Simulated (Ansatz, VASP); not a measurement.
**Two plane-wave programs on V**

```
CELL_PARAMETERS angstrom
-1.49103 1.49103 1.49103
1.49103 -1.49103 1.49103
1.49103 1.49103 -1.49103
ATOMIC_POSITIONS crystal
V 0.00000 0.00000 0.00000
```

Alike in both runs: functional r2SCAN; k mesh 20 × 20 × 20; occupations methfessel-paxton of order 1, width 0.1 eV; no spin polarisation.

Ansatz relaxed the structure, and its values are those at the end. VASP's run is a single point on that final structure, the one shown.

```csv
,VASP,Ansatz
version,VASP 6.6.1,Ansatz 0.2.0
potentials or method,"VASP PAW PBE potentials, release 64 (V_sv)","scalar-relativistic, plane waves, PAW"
plane-wave cutoff (eV),520,500
valence electrons in the cell,13,13
```

Ansatz gave:

```
gap on the k mesh at the Fermi level (eV) : none
pressure (GPa)                            : 0.0
```

**Question.** Estimate VASP's values.

**Answer.** gap on the k mesh at the Fermi level (eV): none; pressure (GPa): 0.7.

VASP's potentials were made for PBE, not for r2SCAN. A gap of «none» marks a metal or a gap that the smearing closes. With one functional, cell and mesh, what is left measures potentials, basis and numerics.
